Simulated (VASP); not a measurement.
# Rb (Im-3m) in VASP: a series of runs

The runs below take Rb through single point, relaxation of cell and atoms, with PBE.

All numbers are computed with VASP 6.6.1; they aren't measurements. Logs are shortened: lines on timing, memory, paths and dates and some standing lists are left out, and cuts for length are marked.

## (1) The cell of the first run

It takes space group Im-3m (No. 229, cubic). Conventional cell: a = 5.835 Å, b = 5.835 Å, c = 5.835 Å, α = 90.00°, β = 90.00°, γ = 90.00°.

## (2) Single point, PBE (99.35 Å³/atom)

Input file INCAR:

```
SYSTEM = Rb
ALGO = Fast
EDIFF = 1E-7
ENCUT = 520
GGA = PE
ISIF = 2
ISMEAR = 0
LASPH = .TRUE.
LCHARG = .FALSE.
LREAL = .FALSE.
LWAVE = .FALSE.
NBANDS = 10
NELM = 100
PREC = Accurate
SIGMA = 0.1
```

Input file KPOINTS:

```
k-points
0
G
  10 10 10
  0 0 0
```

Input file POSCAR:

```
Rb
1.0
   -2.9176320032      2.9176320032      2.9176320032
    2.9176320032     -2.9176320032      2.9176320032
    2.9176320032      2.9176320032     -2.9176320032
Rb
1
Direct
    0.0000000000      0.0000000000      0.0000000000
```

Potentials or basis: VASP PAW PBE potentials, release 64 (Rb_sv).

On the command line:

```bash
> cat potpaw_PBE.64/Rb_sv/POTCAR > POTCAR
> mpirun -np 1 vasp_std > vasp.out
```

OUTCAR:

```text
SYSTEM = Rb
   EDIFF = 1E-7
   ENCUT = 520
   GGA = PE
   ISIF = 2
   ISMEAR = 0
   LASPH = .TRUE.
   LREAL = .FALSE.
   NELM = 100
   PREC = Accurate

 ion  position               nearest neighbor table
   1  0.000  0.000  0.000-

  LATTYP: Found a body centered cubic cell.
 ALAT       =     5.8352640064

  Lattice vectors:

 A1 = (  -2.9176320032,   2.9176320032,   2.9176320032)
 A2 = (   2.9176320032,  -2.9176320032,   2.9176320032)
 A3 = (   2.9176320032,   2.9176320032,  -2.9176320032)

Analysis of symmetry for initial positions (statically):
=====================================================================
 Subroutine PRICEL returns:
 Original cell was already a primitive cell.

 Routine SETGRP: Setting up the symmetry group for a
 body centered cubic supercell.

 Subroutine GETGRP returns: Found 48 space group operations
 (whereof 48 operations were pure point group operations)
 out of a pool of 48 trial point group operations.

The static configuration has the point symmetry O_h .

Analysis of symmetry for dynamics (positions and initial velocities):
=====================================================================
 Subroutine PRICEL returns:
 Original cell was already a primitive cell.

 Routine SETGRP: Setting up the symmetry group for a
 body centered cubic supercell.

 Subroutine GETGRP returns: Found 48 space group operations
 (whereof 48 operations were pure point group operations)
 out of a pool of 48 trial point group operations.

The dynamic configuration has the point symmetry O_h .

 Subroutine INISYM returns: Found 48 space group operations
 (whereof 48 operations are pure point group operations),
 and found     1 'primitive' translations

----------------------------------------------------------------------------------------

                                     Primitive cell

  volume of cell :      99.3463

  direct lattice vectors                    reciprocal lattice vectors
    -2.917632003  2.917632003  2.917632003     0.000000000  0.171371852  0.171371852
     2.917632003 -2.917632003  2.917632003     0.171371852  0.000000000  0.171371852
     2.917632003  2.917632003 -2.917632003     0.171371852  0.171371852  0.000000000

  length of vectors
     5.053486867  5.053486867  5.053486867     0.242356397  0.242356397  0.242356397

  position of ions in fractional coordinates (direct lattice)
     0.000000000  0.000000000  0.000000000

  ion indices of the primitive-cell ions
   primitive index   ion index
                 1           1

----------------------------------------------------------------------------------------

 KPOINTS: k-points

Automatic generation of k-mesh.
 Grid dimensions read from file:
 generate k-points for:   10   10   10

 Generating k-lattice:

  Cartesian coordinates                     Fractional coordinates (reciprocal lattice)
     0.000000000  0.017137185  0.017137185     0.100000000  0.000000000  0.000000000
     0.017137185  0.000000000  0.017137185     0.000000000  0.100000000  0.000000000
     0.017137185  0.017137185  0.000000000     0.000000000  0.000000000  0.100000000

  Length of vectors
     0.024235640  0.024235640  0.024235640

  Shift w.r.t. Gamma in fractional coordinates (k-lattice)
     0.000000000  0.000000000  0.000000000

 Subroutine IBZKPT returns following result:
 ===========================================

 Found     47 irreducible k-points:

 Following reciprocal coordinates:
            Coordinates               Weight
  0.000000  0.000000  0.000000      1.000000
  0.100000  0.000000  0.000000     12.000000
  0.200000  0.000000  0.000000     12.000000
  0.300000  0.000000  0.000000     12.000000
  0.400000  0.000000  0.000000     12.000000
  0.500000  0.000000  0.000000      6.000000
[... 16 lines left out ...]
  0.300000  0.300000  0.100000      8.000000
 -0.300000  0.300000  0.100000     24.000000
 [... further k-points ...]
   k-points           NKPTS =     47   k-points in BZ     NKDIM =     47   number of bands    NBANDS=     10
   number of dos      NEDOS =    301   number of ions     NIONS =      1
   total plane-waves  NPLWV =  64000
   dimension x,y,z NGX =    40 NGY =   40 NGZ =   40
   dimension x,y,z NGXF=    80 NGYF=   80 NGZF=   80
   ions per type =               1
   NGX,Y,Z   is equivalent  to a cutoff of  13.16, 13.16, 13.16 a.u.
   NGXF,Y,Z  is equivalent  to a cutoff of  26.32, 26.32, 26.32 a.u.
 SYSTEM =  Rb
   PREC   = accura    normal or accurate (medium, high low for compatibility)
   ISTART =      0    job   : 0-new  1-cont  2-samecut
   ICHARG =      2    charge: 1-file 2-atom 10-const
   ISPIN  =      1    spin polarized calculation?
   LNONCOLLINEAR =      F non collinear calculations
   LSORBIT =      F    spin-orbit coupling
   LASPH  =      T    aspherical Exc in radial PAW
   ENCUT  =  520.0 eV  38.22 Ry    6.18 a.u.   9.40  9.40  9.40*2*pi/ulx,y,z
   NELM   =    100;   NELMIN=  2; NELMDL= -5     # of ELM steps
   EDIFF  = 0.1E-06   stopping-criterion for ELM
   LREAL  =      F    real-space projection
   EDIFFG = 0.1E-05   stopping-criterion for IOM
   NSW    =      0    number of steps for IOM
   IBRION =     -1    ionic relax: 0-MD 1-quasi-New 2-CG
   NFREE  =      0    steps in history (QN), initial steepest desc. (CG)
   ISIF   =      2    stress and relaxation
   ISYM   =      2    0-nonsym 1-usesym 2-fastsym
   POTIM  = 0.5000    time-step for ionic-motion
   TEBEG  =    0.0;   TEEND  =   0.0 temperature during run
   PSTRESS=    0.0 pullay stress
   NELECT =       9.0000    total number of electrons
   NUPDOWN=      -1.0000    fix difference up-down
   EMIN   =  10.00;   EMAX   =-10.00  energy-range for DOS
   EFERMI =   0.00;   METHOD = LEGACY
   ISMEAR =     0;   SIGMA  =   0.10  broadening in eV -4-tet -1-fermi 0-gaus
   EFERMI_NEDOS =   21; number of points for ismear=-14 and -15
   IALGO  =     68    algorithm
   IMIX   =      4    mixing-type and parameters
     AMIX     =   0.40;   BMIX     =  1.00
     AMIX_MAG =   1.60;   BMIX_MAG =  1.00
  volume/ion in A,a.u.               =      99.35       670.42
  Fermi-wavevector in a.u.,A,eV,Ry     =   0.735256  1.389432  7.355325  0.540601
  Thomas-Fermi vector in A             =   1.828408
   LORBIT       =      0    0 simple, 1 ext, 2 COOP (PROOUT), +10 PAW based schemes
   GGA     = PE    functional components
   LHFCALC =     F    Hartree Fock is set to
   AEXX    =    0.0000 exact exchange contribution
   IVDW    =     0    specifies the selected vdW correction
   LEPSILON=     F    determine dielectric tensor
   LRPA    =     F    only Hartree local field effects (RPA)
 non-spin polarized calculation
 RMM-DIIS sequential band-by-band and
 Gauss-broadening in eV      SIGMA  =   0.10
  energy-cutoff  :      520.00
  volume of cell :       99.35
 maximum number of plane-waves:      2718
 NGX is ok and might be reduce to    40
   NGX = 19   NGY = 19   NGZ = 19

 number of electron       9.0000000 magnetization

 Free energy of the ion-electron system (eV)
  ---------------------------------------------------
  ext. energy  EPLUGINS =         0.00000000
  ---------------------------------------------------
  free energy    TOTEN  =        -0.93051089 eV

  energy without entropy =       -0.92427569  energy(sigma->0) =       -0.92739329

 E-fermi :  -0.1743     XC(G=0):  -5.2602

 val. band max:       -0.1772880293   @ k =  -0.3000   0.4000   0.2000
 cond. band min:      -0.0972643258   @ k =  -0.4000   0.4000   0.2000
 fundamental gap:      0.0800237035
 Fermi energy:        -0.1742870684

 k-point     1 :       0.0000    0.0000    0.0000
  band No.  band energies     occupation
      1     -29.1283      2.00000
      2     -13.1777      2.00000
      3     -13.1777      2.00000
      4     -13.1777      2.00000
      5      -2.0331      2.00000
      6       3.4194      0.00000
      7       3.4194      0.00000
      8       3.4194      0.00000
      9       4.2947      0.00000
     10       4.2947      0.00000

 k-point     2 :       0.1000    0.0000    0.0000
  band No.  band energies     occupation
      1     -29.1281      2.00000
      2     -13.1845      2.00000
      3     -13.1799      2.00000
      4     -13.1776      2.00000
      5      -1.9240      2.00000
      6       3.2326      0.00000
      7       3.2664      0.00000
      8       3.5164      0.00000
      9       4.0906      0.00000
     10       4.2520      0.00000

 k-point     3 :       0.2000    0.0000    0.0000
  band No.  band energies     occupation
      1     -29.1274      2.00000
      2     -13.2021      2.00000
      3     -13.1859      2.00000
      4     -13.1776      2.00000
      5      -1.6053      2.00000
      6       2.6110      0.00000
      7       2.9510      0.00000
      8       3.8026      0.00000
      9       4.0703      0.00000
     10       4.2018      0.00000

 k-point     4 :       0.3000    0.0000    0.0000
  band No.  band energies     occupation
      1     -29.1266      2.00000
      2     -13.2237      2.00000
      3     -13.1933      2.00000
      4     -13.1775      2.00000
      5      -1.1028      2.00000
      6       1.8641      0.00000
      7       2.6541      0.00000
      8       4.1375      0.00000
      9       4.2506      0.00000
     10       4.2632      0.00000

 k-point     5 :       0.4000    0.0000    0.0000
  band No.  band energies     occupation
      1     -29.1259      2.00000
      2     -13.2409      2.00000
      3     -13.1992      2.00000
      4     -13.1775      2.00000
      5      -0.4657      1.99996
      6       1.1185      0.00000
      7       2.4570      0.00000
      8       4.0068      0.00000
      9       4.4455      0.00000
     10       4.8639      0.00000

 k-point     6 :       0.5000    0.0000    0.0000
  band No.  band energies     occupation
      1     -29.1256      2.00000
      2     -13.2475      2.00000
      3     -13.2015      2.00000
      4     -13.1775      2.00000
      5       0.0784      0.00035
      6       0.5477      0.00000
      7       2.3888      0.00000
      8       3.8892      0.00000
      9       4.7499      0.00000
     10       4.8740      0.00000
[... 183 lines left out ...]
 k-point    21 :       0.3000    0.2000    0.1000
  band No.  band energies     occupation
      1     -29.1256      2.00000
      2     -13.2328      2.00000
      3     -13.2087      2.00000
      4     -13.1898      2.00000
      5       0.3196      0.00000
      6       1.0186      0.00000
      7       1.5958      0.00000
      8       3.0754      0.00000
      9       4.6898      0.00000
     10       4.8988      0.00000

 k-point    22 :      -0.2000    0.2000    0.1000
  band No.  band energies     occupation
      1     -29.1272      2.00000
      2     -13.2020      2.00000
      3     -13.1883      2.00000
      4     -13.1832      2.00000
      5      -1.5006      2.00000
      6       2.6432      0.00000
      7       2.9425      0.00000
      8       3.4248      0.00000
      9       3.8136      0.00000
     10       4.6593      0.00000

 k-point    23 :       0.3000    0.3000    0.1000
  band No.  band energies     occupation
      1     -29.1255      2.00000
      2     -13.2214      2.00000
      3     -13.2214      2.00000
      4     -13.1921      2.00000
      5       0.9314      0.00000
      6       0.9314      0.00000
      7       1.0696      0.00000
      8       2.8532      0.00000
      9       4.8009      0.00000
     10       4.8010      0.00000

 k-point    24 :      -0.3000    0.3000    0.1000
  band No.  band energies     occupation
      1     -29.1263      2.00000
      2     -13.2227      2.00000
      3     -13.1958      2.00000
      4     -13.1829      2.00000
      5      -1.0029      2.00000
      6       1.9018      0.00000
      7       2.6785      0.00000
      8       3.4657      0.00000
      9       4.2641      0.00000
     10       4.6710      0.00000

 [... further k-points ...]

------------------------ aborting loop because EDIFF is reached ----------------------------------------

  FORCE on cell =-STRESS in cart. coord.  units (eV):
  Direction    XX          YY          ZZ          XY          YZ          ZX
  --------------------------------------------------------------------------------------
  -------------------------------------------------------------------------------------
  Total       -0.1252205     -0.1252205     -0.1252205      0.0000000      0.0000000     -0.0000000
  in kB       -2.0194569     -2.0194569     -2.0194569      0.0000000      0.0000000     -0.0000000
  external PRESSURE =      -2.0194569 kB  Pullay stress =       0.0000000 kB

 VOLUME and BASIS-vectors are now :
 -----------------------------------------------------------------------------
  energy-cutoff  :      520.00
  volume of cell :       99.35
      direct lattice vectors                 reciprocal lattice vectors
    -2.917632003  2.917632003  2.917632003     0.000000000  0.171371852  0.171371852
     2.917632003 -2.917632003  2.917632003     0.171371852  0.000000000  0.171371852
     2.917632003  2.917632003 -2.917632003     0.171371852  0.171371852  0.000000000

 POSITION                                       TOTAL-FORCE (eV/Angst)
 -----------------------------------------------------------------------------------
      0.00000      0.00000      0.00000        -0.000000     -0.000000      0.000000
 -----------------------------------------------------------------------------------
    total drift:                                0.000000      0.000000     -0.000000

  FREE ENERGIE OF THE ION-ELECTRON SYSTEM (eV)
  ---------------------------------------------------
  free  energy   TOTEN  =        -0.9305108929 eV

  energy  without entropy=       -0.9242756867  energy(sigma->0) =       -0.92739329
```

It took 77 s on 1 thread of Intel Xeon 8259CL, shared host; peak memory 0.25 GiB.

Results:

```
Free energy            : -0.9305 eV
Pressure               : -0.2 GPa
Band gap on the k mesh : zero (an odd number of electrons rules out a gap without spin polarisation)
```

(Continued in part 2 of 2.)
